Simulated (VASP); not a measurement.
# SiC (Moissanite 3C) (F-43m) in VASP: further runs

SiC (Moissanite 3C) is run at these levels: PBEsol; tasks: single point.

Everything below comes from runs of VASP 6.6.1. Logs are shortened: lines on timing, memory, paths and dates and some standing lists are left out, and cuts for length are marked.

**1. The cell of the first run**

It takes space group F-43m (No. 216, cubic). Conventional cell: a = 4.269 Å, b = 4.269 Å, c = 4.269 Å, α = 90.00°, β = 90.00°, γ = 90.00°. Within 2.5 Å of Si (site symmetry -43m) lie 4 C at 1.85 Å. C (site symmetry -43m) has 4 Si at 1.85 Å within 2.5 Å.

**2. Single point, PBEsol (volume scaled by 0.94)**

File INCAR:

```
ALGO = Normal
EDIFF = 1E-6
ENCUT = 520
GGA = PS
ISIF = 2
ISMEAR = -1
LASPH = T
LCHARG = T
LELF = T
LREAL = F
LVHAR = T
LWAVE = F
NBANDS = 11
NELM = 80
PREC = Accurate
SIGMA = 0.05
```

File KPOINTS:

```
k-points
0
Gamma
  10 10 10
```

File POSCAR:

```
SiC
1.0
    0.0000000000      2.1345181309      2.1345181309
    2.1345181309      0.0000000000      2.1345181309
    2.1345181309      2.1345181309      0.0000000000
Si C
1 1
Direct
    0.0000000000      0.0000000000      0.0000000000
    0.7500000000      0.7500000000      0.7500000000
```

Potentials or basis: VASP PAW PBE potentials, release 64 (Si, C).

Launch:

```
$ cat potpaw_PBE.64/Si/POTCAR potpaw_PBE.64/C/POTCAR > POTCAR
$ mpirun -np 1 vasp_std > vasp.out
```

OUTCAR:

```text
EDIFF = 1E-6
   ENCUT = 520
   GGA = PS
   ISIF = 2
   ISMEAR = -1
   LASPH = T
   LREAL = F
   NELM = 80
   PREC = Accurate

 ion  position               nearest neighbor table
   1  0.000  0.000  0.000-   2 1.85   2 1.85   2 1.85   2 1.85
   2  0.750  0.750  0.750-   1 1.85   1 1.85   1 1.85   1 1.85

  LATTYP: Found a face centered cubic cell.
 ALAT       =     4.2690362618

  Lattice vectors:

 A1 = (   0.0000000000,   2.1345181309,   2.1345181309)
 A2 = (   2.1345181309,   0.0000000000,   2.1345181309)
 A3 = (   2.1345181309,   2.1345181309,   0.0000000000)

Analysis of symmetry for initial positions (statically):
=====================================================================
 Subroutine PRICEL returns:
 Original cell was already a primitive cell.

 Routine SETGRP: Setting up the symmetry group for a
 face centered cubic supercell.

 Subroutine GETGRP returns: Found 24 space group operations
 (whereof 24 operations were pure point group operations)
 out of a pool of 48 trial point group operations.

The static configuration has the point symmetry T_d .

Analysis of symmetry for dynamics (positions and initial velocities):
=====================================================================
 Subroutine PRICEL returns:
 Original cell was already a primitive cell.

 Routine SETGRP: Setting up the symmetry group for a
 face centered cubic supercell.

 Subroutine GETGRP returns: Found 24 space group operations
 (whereof 24 operations were pure point group operations)
 out of a pool of 48 trial point group operations.

The dynamic configuration has the point symmetry T_d .

 Subroutine INISYM returns: Found 24 space group operations
 (whereof 24 operations are pure point group operations),
 and found     1 'primitive' translations

----------------------------------------------------------------------------------------

                                     Primitive cell

  volume of cell :      19.4504

  direct lattice vectors                    reciprocal lattice vectors
     0.000000000  2.134518131  2.134518131    -0.234244907  0.234244907  0.234244907
     2.134518131  0.000000000  2.134518131     0.234244907 -0.234244907  0.234244907
     2.134518131  2.134518131  0.000000000     0.234244907  0.234244907 -0.234244907

  length of vectors
     3.018664490  3.018664490  3.018664490     0.405724079  0.405724079  0.405724079

  position of ions in fractional coordinates (direct lattice)
     0.000000000  0.000000000  0.000000000
     0.750000000  0.750000000  0.750000000

  ion indices of the primitive-cell ions
   primitive index   ion index
                 1           1
                 2           2

----------------------------------------------------------------------------------------

 KPOINTS: k-points

Automatic generation of k-mesh.
 Grid dimensions read from file:
 generate k-points for:   10   10   10

 Generating k-lattice:

  Cartesian coordinates                     Fractional coordinates (reciprocal lattice)
    -0.023424491  0.023424491  0.023424491     0.100000000  0.000000000  0.000000000
     0.023424491 -0.023424491  0.023424491     0.000000000  0.100000000  0.000000000
     0.023424491  0.023424491 -0.023424491     0.000000000  0.000000000  0.100000000

  Length of vectors
     0.040572408  0.040572408  0.040572408

  Shift w.r.t. Gamma in fractional coordinates (k-lattice)
     0.000000000  0.000000000  0.000000000

 Subroutine IBZKPT returns following result:
 ===========================================

 Found     47 irreducible k-points:

 Following reciprocal coordinates:
            Coordinates               Weight
  0.000000  0.000000  0.000000      1.000000
  0.100000  0.000000  0.000000      8.000000
  0.200000  0.000000  0.000000      8.000000
  0.300000  0.000000  0.000000      8.000000
  0.400000  0.000000  0.000000      8.000000
  0.500000  0.000000  0.000000      4.000000
[... 16 lines left out ...]
  0.300000  0.300000  0.000000      6.000000
  0.400000  0.300000  0.000000     24.000000
 [... further k-points ...]
   k-points           NKPTS =     47   k-points in BZ     NKDIM =     47   number of bands    NBANDS=     11
   number of dos      NEDOS =    301   number of ions     NIONS =      2
   total plane-waves  NPLWV =  13824
   dimension x,y,z NGX =    24 NGY =   24 NGZ =   24
   dimension x,y,z NGXF=    48 NGYF=   48 NGZF=   48
   ions per type =               1   1
   NGX,Y,Z   is equivalent  to a cutoff of  13.22, 13.22, 13.22 a.u.
   NGXF,Y,Z  is equivalent  to a cutoff of  26.43, 26.43, 26.43 a.u.
 SYSTEM =  unknown system
   PREC   = accura    normal or accurate (medium, high low for compatibility)
   ISTART =      0    job   : 0-new  1-cont  2-samecut
   ICHARG =      2    charge: 1-file 2-atom 10-const
   ISPIN  =      1    spin polarized calculation?
   LNONCOLLINEAR =      F non collinear calculations
   LSORBIT =      F    spin-orbit coupling
   LASPH  =      T    aspherical Exc in radial PAW
   ENCUT  =  520.0 eV  38.22 Ry    6.18 a.u.   5.61  5.61  5.61*2*pi/ulx,y,z
   NELM   =     80;   NELMIN=  2; NELMDL= -5     # of ELM steps
   EDIFF  = 0.1E-05   stopping-criterion for ELM
   LREAL  =      F    real-space projection
   EDIFFG = 0.1E-04   stopping-criterion for IOM
   NSW    =      0    number of steps for IOM
   IBRION =     -1    ionic relax: 0-MD 1-quasi-New 2-CG
   NFREE  =      0    steps in history (QN), initial steepest desc. (CG)
   ISIF   =      2    stress and relaxation
   ISYM   =      2    0-nonsym 1-usesym 2-fastsym
   POTIM  = 0.5000    time-step for ionic-motion
   TEBEG  =    0.0;   TEEND  =   0.0 temperature during run
   PSTRESS=    0.0 pullay stress
   NELECT =       8.0000    total number of electrons
   NUPDOWN=      -1.0000    fix difference up-down
   EMIN   =  10.00;   EMAX   =-10.00  energy-range for DOS
   EFERMI =   0.00;   METHOD = LEGACY
   ISMEAR =    -1;   SIGMA  =   0.05  broadening in eV -4-tet -1-fermi 0-gaus
   EFERMI_NEDOS =   21; number of points for ismear=-14 and -15
   IALGO  =     38    algorithm
   IMIX   =      4    mixing-type and parameters
     AMIX     =   0.40;   BMIX     =  1.00
     AMIX_MAG =   1.60;   BMIX_MAG =  1.00
  volume/ion in A,a.u.               =       9.73        65.63
  Fermi-wavevector in a.u.,A,eV,Ry     =   1.217479  2.300703 20.167321  1.482256
  Thomas-Fermi vector in A             =   2.352798
   LORBIT       =      0    0 simple, 1 ext, 2 COOP (PROOUT), +10 PAW based schemes
   GGA     = PS    functional components
   LHFCALC =     F    Hartree Fock is set to
   AEXX    =    0.0000 exact exchange contribution
   IVDW    =     0    specifies the selected vdW correction
   LEPSILON=     F    determine dielectric tensor
   LRPA    =     F    only Hartree local field effects (RPA)
 non-spin polarized calculation
  energy-cutoff  :      520.00
  volume of cell :       19.45
 maximum number of plane-waves:       544
   NGX = 11   NGY = 11   NGZ = 11

 number of electron       7.9999999 magnetization

 Free energy of the ion-electron system (eV)
  ---------------------------------------------------
  ext. energy  EPLUGINS =         0.00000000
  ---------------------------------------------------
  free energy    TOTEN  =       -15.85636095 eV

  energy without entropy =      -15.85636086  energy(sigma->0) =      -15.85636091

 E-fermi :   9.3750     XC(G=0): -11.7734

 val. band max:        8.7660959276   @ k =   0.0000   0.0000   0.0000
 cond. band min:       9.9414573439   @ k =   0.5000   0.5000   0.0000
 fundamental gap:      1.1753614163
 Fermi energy:         9.3749996713

 k-point     1 :       0.0000    0.0000    0.0000
  band No.  band energies     occupation
      1      -7.1533      2.00000
      2       8.7661      1.99999
      3       8.7661      1.99999
      4       8.7661      1.99999
      5      15.6773      0.00000
      6      16.4483      0.00000
      7      16.4483      0.00000
      8      16.4483      0.00000
      9      23.5922      0.00000
     10      23.5922      0.00000
     11      26.0037      0.00000

 k-point     2 :       0.1000    0.0000    0.0000
  band No.  band energies     occupation
      1      -6.9473      2.00000
      2       7.7415      2.00000
      3       8.6300      2.00000
      4       8.6300      2.00000
      5      15.8183      0.00000
      6      16.7016      0.00000
      7      16.7016      0.00000
      8      16.8334      0.00000
      9      22.5637      0.00000
     10      22.5638      0.00000
     11      25.3785      0.00000

 k-point     3 :       0.2000    0.0000    0.0000
  band No.  band energies     occupation
      1      -6.3377      2.00000
      2       5.5522      2.00000
      3       8.3178      2.00000
      4       8.3178      2.00000
      5      15.4559      0.00000
      6      17.0422      0.00000
      7      17.0422      0.00000
      8      18.0737      0.00000
      9      21.8767      0.00000
     10      21.8767      0.00000
     11      24.4763      0.00000

 k-point     4 :       0.3000    0.0000    0.0000
  band No.  band energies     occupation
      1      -5.3577      2.00000
      2       3.1360      2.00000
      3       7.9968      2.00000
      4       7.9968      2.00000
      5      15.0511      0.00000
      6      16.8056      0.00000
      7      16.8056      0.00000
      8      18.9217      0.00000
      9      22.8111      0.00000
     10      22.8111      0.00000
     11      24.3355      0.00000

 k-point     5 :       0.4000    0.0000    0.0000
  band No.  band energies     occupation
      1      -4.1273      2.00000
      2       0.9600      2.00000
      3       7.7750      2.00000
      4       7.7750      2.00000
      5      14.7930      0.00000
      6      16.3508      0.00000
      7      16.3508      0.00000
      8      19.0665      0.00000
      9      24.8799      0.00000
     10      24.8799      0.00000
     11      25.0549      0.00000
[... 211 lines left out ...]
 k-point    21 :      -0.3000    0.2000    0.0000
  band No.  band energies     occupation
      1      -3.8953      2.00000
      2       2.1365      2.00000
      3       4.7969      2.00000
      4       7.5685      2.00000
      5      14.4705      0.00000
      6      17.4516      0.00000
      7      17.8069      0.00000
      8      19.6019      0.00000
      9      21.7958      0.00000
     10      24.7751      0.00000
     11      28.4332      0.00000

 k-point    22 :      -0.2000    0.2000    0.0000
  band No.  band energies     occupation
      1      -5.0302      2.00000
      2       3.8501      2.00000
      3       5.3964      2.00000
      4       8.1184      2.00000
      5      15.5443      0.00000
      6      17.2237      0.00000
      7      17.4789      0.00000
      8      18.4009      0.00000
      9      20.4651      0.00000
     10      24.7081      0.00000
     11      28.4913      0.00000

 k-point    23 :       0.3000    0.3000    0.0000
  band No.  band energies     occupation
      1      -4.7526      2.00000
      2       4.3899      2.00000
      3       6.2960      2.00000
      4       6.2960      2.00000
      5      11.9200      0.00000
      6      14.4985      0.00000
      7      20.8539      0.00000
      8      20.8539      0.00000
      9      21.8514      0.00000
     10      26.2935      0.00000
     11      31.0818      0.00000

 k-point    24 :       0.4000    0.3000    0.0000
  band No.  band energies     occupation
      1      -3.8272      2.00000
      2       3.1072      2.00000
      3       5.4588      2.00000
      4       6.0233      2.00000
      5      11.5670      0.00000
      6      14.5368      0.00000
      7      20.9999      0.00000
      8      21.2220      0.00000
      9      23.1934      0.00000
     10      27.3641      0.00000
     11      30.8781      0.00000

 [... further k-points ...]
[... 5 lines left out ...]
  --------------------------------------------------------------------------------------
  -------------------------------------------------------------------------------------
  Total        1.8996446      1.8996446      1.8996446     -0.0000000      0.0000000     -0.0000000
  in kB      156.4780381    156.4780381    156.4780381     -0.0000000      0.0000000     -0.0000000
  external PRESSURE =     156.4780381 kB  Pullay stress =       0.0000000 kB

 VOLUME and BASIS-vectors are now :
 -----------------------------------------------------------------------------
  energy-cutoff  :      520.00
  volume of cell :       19.45
      direct lattice vectors                 reciprocal lattice vectors
     0.000000000  2.134518131  2.134518131    -0.234244907  0.234244907  0.234244907
     2.134518131  0.000000000  2.134518131     0.234244907 -0.234244907  0.234244907
     2.134518131  2.134518131  0.000000000     0.234244907  0.234244907 -0.234244907

 POSITION                                       TOTAL-FORCE (eV/Angst)
 -----------------------------------------------------------------------------------
      0.00000      0.00000      0.00000        -0.000000     -0.000000     -0.000000
      3.20178      3.20178      3.20178         0.000000      0.000000      0.000000
 -----------------------------------------------------------------------------------
    total drift:                               -0.000000     -0.000000     -0.000000

  FREE ENERGIE OF THE ION-ELECTRON SYSTEM (eV)
  ---------------------------------------------------
  free  energy   TOTEN  =       -15.8563609546 eV

  energy  without entropy=      -15.8563608589  energy(sigma->0) =      -15.85636091
```

Run time: 5.9 s. Hardware: 1 thread of Intel Xeon Platinum 8375C at 2.90GHz (Ice Lake), shared host; peak memory 0.13 GiB.

Results:

```
Free energy            : -15.8564 eV
Pressure               : 15.6 GPa
Band gap on the k mesh : 1.18 eV, indirect (least direct gap 4.50 eV)
```

Levels at points of the mesh, in eV from the valence-band top:
```
           k point  band 1  band 2  band 3  band 4  band 5  band 6  band 7  band 8
(0.00, 0.00, 0.00)  -15.92    0.00    0.00    0.00    6.91    7.68    7.68    7.68
(0.50, 0.00, 0.00)  -12.08   -8.95   -1.07   -1.07    5.94    7.39    7.39   10.26
(0.50, 0.50, 0.00)  -10.55   -8.04   -3.33   -3.33    1.18    4.42   14.68   14.68
```

Caveat: the PAW data sets were made with another functional, which shifts forces and pressure a little. A k mesh can miss the band edges.

**3. Single point, PBEsol (volume scaled by 1.04)**

File INCAR:

```
SYSTEM = SiC
  PREC = Accurate
  ENCUT = 520
  EDIFF = 1E-7
  ISMEAR = -1
  SIGMA = 0.05
  LREAL = .False.
  LASPH = .True.
  NELM = 100
  ALGO = Normal
  ISIF = 2
  LWAVE = .False.
  LCHARG = .True.
  GGA = PS
  LELF = .True.
  LVHAR = .True.
  NBANDS = 11
```

File KPOINTS:

```
regular mesh
0
Gamma
  10 10 10
  0 0 0
```

File POSCAR:

```
SiC
1.0
    0.0000000000      2.2076743409      2.2076743409
    2.2076743409      0.0000000000      2.2076743409
    2.2076743409      2.2076743409      0.0000000000
Si C
1 1
Direct
    0.0000000000      0.0000000000      0.0000000000
    0.7500000000      0.7500000000      0.7500000000
```

Potentials or basis: VASP PAW PBE potentials, release 64 (Si, C).

Launch:

```
$ cat potpaw_PBE.64/Si/POTCAR potpaw_PBE.64/C/POTCAR > POTCAR
$ mpirun -np 1 vasp_std > vasp.out
```

Run time: 6.5 s. Hardware: 1 thread of Intel Xeon Platinum 8375C at 2.90GHz (Ice Lake), shared host; peak memory 0.13 GiB.

Results (log left out):

| Quantity | Value |
| --- | --- |
| Free energy | -15.8946 eV |
| Pressure | -7.9 GPa |
| Band gap on the k mesh | 1.27 eV, indirect (least direct gap 4.40 eV) |

Levels at points of the mesh, in eV from the valence-band top:
| k point | band 1 | band 2 | band 3 | band 4 | band 5 | band 6 | band 7 | band 8 |
| --- | --- | --- | --- | --- | --- | --- | --- | --- |
| (0.00, 0.00, 0.00) | -15.12 | 0.00 | 0.00 | 0.00 | 5.73 | 6.98 | 6.98 | 6.98 |
| (0.50, 0.00, 0.00) | -11.66 | -8.38 | -1.05 | -1.05 | 5.02 | 6.98 | 6.98 | 9.70 |
| (0.50, 0.50, 0.00) | -10.23 | -7.71 | -3.13 | -3.13 | 1.27 | 4.07 | 13.50 | 13.50 |

Caveat: the PAW data sets were made with another functional, which shifts forces and pressure a little. A k mesh can miss the band edges.
